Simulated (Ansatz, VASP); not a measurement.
One calculation of NaI, two programs

Contents of INCAR:

```
SYSTEM = NaI
ALGO     = Normal         ! electronic algorithm
EDIFF    = 1E-6           ! SCF threshold, eV
ENCUT    = 520            ! plane-wave cutoff, eV
GGA      = PE             ! functional
ISIF     = 2              ! what is computed and relaxed
ISMEAR   = -1             ! smearing method
LASPH    = .True.         ! aspherical terms in the spheres
LCHARG   = .False.        ! write CHGCAR
LREAL    = .False.        ! projectors in reciprocal space
LWAVE    = .False.        ! write WAVECAR
NBANDS   = 14             ! bands
NELM     = 60             ! most SCF steps
PREC     = Accurate       ! precision mode
SIGMA    = 0.02           ! smearing width, eV
```

The input KPOINTS:

```
k-points
0
Gamma
  8 8 8
  0 0 0
```

Contents of POSCAR:

```
NaI
1.0
   -0.0261607365      3.2297205553      3.2297205553
    3.2297205553     -0.0261607365      3.2297205553
    3.2035598188      3.2035598188      0.0000000000
Na I
1 1
Direct
    0.0000000000      0.0000000000      0.0000000000
    0.5000000000      0.5000000000      0.5000000000
```

Input for Ansatz:

```yaml
crystal:
  lattice:
    - [-0.0261607365, 3.2297205553, 3.2297205553]
    - [3.2297205553, -0.0261607365, 3.2297205553]
    - [3.2035598188, 3.2035598188, 0.0]
  atoms:
    - { symbol: Na, position: [0.0, 0.0, 0.0] }
    - { symbol: I, position: [0.5, 0.5, 0.5] }
kpoints:
  mp_grid: { grid: [8, 8, 8] }
  band_path:
    path:
      - [0.0, 0.0, 0.0]
      - [0.5, 0.0, 0.5]
      - [0.625, 0.25, 0.625]
      - [0.375, 0.375, 0.75]
      - [0.5, 0.5, 0.5]
      - [0.5, 0.25, 0.75]
    npoints: 1
hamiltonian:
  xc: pbe
scf:
  occupations: { method: fermi_dirac, width: 0.02 }
  n_extra_bands: 4
output:
  forces: true
  stress: true
  eigenvalues: true
```

Change from the starting cell: shear_xy strain -1.6%.

Alike in both runs: task single point; functional PBE; k mesh 8 × 8 × 8; occupations fermi-dirac, width 0.02 eV; no spin polarisation.

|  | VASP | Ansatz |
| --- | --- | --- |
| version | VASP 6.6.1 | Ansatz 0.2.0 |
| potentials or method | VASP PAW PBE potentials, release 64 (Na_pv, I) | plane waves, PAW |
| plane-wave cutoff (eV) | 520 | 420 |
| valence electrons in the cell | 14 | 26 |

VASP gave:

- gap on the k mesh at the Fermi level (eV): 3.62
- pressure (GPa): 0.6
- traceless stress, the component that is largest in VASP (GPa): 0.12

**Question.** Estimate Ansatz's values.

**Answer.** gap on the k mesh at the Fermi level (eV): 3.62; pressure (GPa): 0.5; traceless stress, the component that is largest in VASP (GPa): 0.12.

VASP's potentials hold 14 valence electrons a cell and Ansatz's 26, so a difference there can come from the potentials and not from the codes.

Neither program's run includes spin-orbit coupling.
